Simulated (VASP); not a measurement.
Here is a VASP 6.6.1 calculation.

The input INCAR:

```
  PREC = Accurate
  ENCUT = 520
  EDIFF = 1E-7
  ISMEAR = -1
  SIGMA = 0.05
  LREAL = False
  LASPH = True
  NELM = 80
  ALGO = Normal
  ISIF = 2
  LWAVE = False
  LCHARG = False
  GGA = RP
  NBANDS = 13
```

KPOINTS

```
Automatic mesh
0
Gamma
  9 9 9
```

Contents of POSCAR:

```
Pb
1.0
    0.0000000000      2.5490593250      2.5490593250
    2.5490593250      0.0000000000      2.5490593250
    2.5490593250      2.5490593250      0.0000000000
Pb
1
Direct
    0.0000000000      0.0000000000      0.0000000000
```

Potentials or basis: VASP PAW PBE potentials, release 64 (Pb_d).

Command:

```console
$ cat potpaw_PBE.64/Pb_d/POTCAR > POTCAR
$ mpirun -np 1 vasp_std > vasp.out
```

(1) Estimate the band gap on the k mesh.

(2) What does it give for the pressure?

Answers

(1) zero (band 7 reaches 13.22 eV, above the bottom of band 8 at 5.10 eV).

(2) -0.1 GPa.

Caveat: the PAW data sets were made with another functional, which shifts forces and pressure a little; spin-orbit coupling is left out, which moves the levels of the heavy elements.
